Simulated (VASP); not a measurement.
A run of VASP 6.6.1 is set up as follows.

Contents of INCAR:

```
ALGO     = Normal         # electronic algorithm
EDIFF    = 1E-6           # SCF threshold, eV
ENCUT    = 520            # plane-wave cutoff, eV
GGA      = PE             # functional
ISIF     = 2              # what is computed and relaxed
ISMEAR   = -1             # smearing method
LASPH    = T              # aspherical terms in the spheres
LCHARG   = T              # write CHGCAR
LELF     = T              # ELF
LREAL    = F              # projectors in reciprocal space
LVHAR    = T            
LWAVE    = F              # write WAVECAR
NBANDS   = 8              # bands
NELM     = 80             # most SCF steps
PREC     = Accurate       # precision mode
SIGMA    = 0.1            # smearing width, eV
```

The input KPOINTS:

```
k-points
0
Gamma
  13 13 13
```

POSCAR

```
Sb
1.0
   -1.8442851094      1.8442851094      1.8442851094
    1.8442851094     -1.8442851094      1.8442851094
    1.8442851094      1.8442851094     -1.8442851094
Sb
1
Direct
    0.0000000000      0.0000000000      0.0000000000
```

Potentials or basis: VASP PAW PBE potentials, release 64 (Sb).

Launch:

```sh
$ cat potpaw_PBE.64/Sb/POTCAR > POTCAR
$ mpirun -np 1 vasp_std > vasp.out
```

Task: What does it give for the pressure?

Result: 5.6 GPa.
